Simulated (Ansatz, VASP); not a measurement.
Two plane-wave programs on ZnSe

```
Zn Se
1.0
     6.94455    0.00000    0.00000
     0.00000    6.94455    0.00000
     0.00000    0.00000    3.85105
Zn Se
4 4
Direct
  0.66937 0.66937 0.50000
  0.16937 0.83063 0.25000
  0.33063 0.33063 0.00000
  0.83063 0.16937 0.75000
  0.83097 0.83097 0.00000
  0.33097 0.66903 0.75000
  0.16903 0.16903 0.50000
  0.66903 0.33097 0.25000
```

Alike in both runs: functional PBE; k mesh 4 × 4 × 8; occupations gaussian, width 0.02 eV; no spin polarisation.

Ansatz relaxed the structure, and its values are those at the end. VASP's run is a single point on that final structure, the one shown.

```csv
,VASP,Ansatz
version,VASP 6.6.1,Ansatz 0.2.0
potentials or method,"VASP PAW PBE potentials, release 64 (Zn, Se), cutoff 520 eV","scalar-relativistic, plane waves, PAW"
valence electrons in the cell,72,112
```

|  | VASP | Ansatz | Ansatz less VASP |
| --- | --- | --- | --- |
| gap on the k mesh at the Fermi level (eV) | 0.68 | 0.68 | +0.001 |
| least direct gap on the mesh (eV) | 0.85 | 0.85 | 0.000 |
| pressure (GPa) | 0.2 | 0.0 | -0.18 |
| rms of the force components (eV/Å) | 0.003 | 0.002 | -0.0007 |

With one functional, cell and mesh, what is left measures potentials, basis and numerics. VASP's potentials hold 72 valence electrons a cell and Ansatz's 112, so a difference there can come from the potentials and not from the codes.
